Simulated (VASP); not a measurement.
# TaS2: single point with PBE+U

Crystal: TaS2.

```
CELL_PARAMETERS angstrom
3.38286 0.00000 0.00000
-1.69143 2.92964 0.00000
0.00000 0.00000 6.16798
ATOMIC_POSITIONS crystal
Ta 0.00000 0.00000 0.00000
S 0.66667 0.33333 0.75428
S 0.33333 0.66667 0.24572
```

```
Program                : VASP 6.6.1
Task                   : single point
Functional             : PBE
Potentials or basis    : VASP PAW PBE potentials, release 64 (Ta_pv, S)
Cutoff                 : 500 eV
k mesh                 : 3 × 3 × 1, shifted
Occupations            : gaussian, width 0.1 eV
Spin                   : no spin polarisation
Hubbard terms          : Ta d U = 4.3 eV, J = 0.53 eV
Dipole correction      : no
LDAUTYPE               : 1
Hund's J               : 0.53
Further INCAR settings : ALGO = Normal; EDIFF = 1e-06; NBANDS = 18; ISYM = 0
```

```yaml
Pressure: 5.0 GPa
Largest_force: 0.588 eV/Å
```

Forces in eV/Å, atoms in the order of the input:
```
Ta   0.000  0.000  0.000
S    0.000  0.000 -0.588
S    0.000  0.000  0.588
```

Stress tensor (GPa, compression positive):
```
3.95 0.00 0.00
0.00 3.95 0.00
0.00 0.00 7.15
```

Levels at points of the mesh, in eV from the Fermi level:
```
           k point  band 10  band 11  band 12  band 13  band 14  band 15
(0.50, 0.50, 0.50)    -2.70    -2.26    -1.22     2.59     3.08     4.11
(0.50, 0.00, 0.50)    -2.70    -2.26    -1.22     2.59     3.08     4.11
(0.00, 0.50, 0.50)    -2.70    -2.26    -1.22     2.59     3.08     4.11
```

Eigenvalues of the final occupation matrices:
| site | spin | trace | eigenvalues |
| --- | --- | --- | --- |
| site 1 d | 1 | 1.07 | 0.18 0.18 0.18 0.26 0.26 |
| site 1 d | 2 | 1.07 | 0.18 0.18 0.18 0.26 0.26 |

It used 25 s of CPU time on 1 thread of AMD EPYC 7R13 Processor (Zen 3) (shared host).

Caveat: the k points lie up to 1.02 Å⁻¹ apart; spin-orbit coupling is left out, which moves the levels of the heavy elements; this functional lacks dispersion, which binds the layers, so the pressure and a relaxed spacing across them are unreliable; U without spin polarisation on a metal has little footing.
